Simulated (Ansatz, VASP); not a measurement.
One calculation of Rb, two programs

File INCAR:

```
PREC = Accurate
ENCUT = 520
EDIFF = 1E-6
ISMEAR = -1
SIGMA = 0.05
LREAL = F
LASPH = T
NELM = 100
ALGO = Normal
ISIF = 2
LWAVE = F
LCHARG = F
GGA = PS
NBANDS = 16
```

File KPOINTS:

```
Automatic mesh
0
Gamma
  7 7 4
```

The input POSCAR:

```
Rb
1.0
   -2.7924969190      2.7924969190      2.7924969190
    2.7924969190     -2.7924969190      2.7924969190
    5.5849938380      5.5849938380      0.0000000000
Rb
2
Direct
    0.0000000000      0.0000000000      0.0000000000
    0.5000000000      0.5000000000      0.5000000000
```

Input for Ansatz:

```yaml
crystal:
  lattice:
    - [-2.792496919, 2.792496919, 2.792496919]
    - [2.792496919, -2.792496919, 2.792496919]
    - [5.584993838, 5.584993838, 0.0]
  atoms:
    - { symbol: Rb, position: [0.0, 0.0, 0.0] }
    - { symbol: Rb, position: [0.5, 0.5, 0.5] }
kpoints:
  mp_grid: { grid: [7, 7, 4] }
scf:
  occupations: { method: fermi_dirac, width: 0.05 }
hamiltonian:
  xc: pbesol
  pseudopotentials: { kind: all_electron, lapw: { basis_error: 0.001 } }
output:
  forces: true
  stress: true
  eigenvalues: true
```

Alike in both runs: task single point; functional PBEsol; k mesh 7 × 7 × 4; occupations fermi-dirac, width 0.05 eV; no spin polarisation.

|  | VASP | Ansatz |
| --- | --- | --- |
| version | VASP 6.6.1 | Ansatz 0.2.0 |
| potentials or method | VASP PAW PBE potentials, release 64 (Rb_sv), cutoff 520 eV | all-electron LAPW, scalar-relativistic |

```csv
,VASP,Ansatz,Ansatz less VASP
pressure (GPa),0.0,0.0,0.00
```

VASP's potentials were made for PBE, not for PBEsol. Ansatz ran all-electron here, and VASP with PAW potentials.
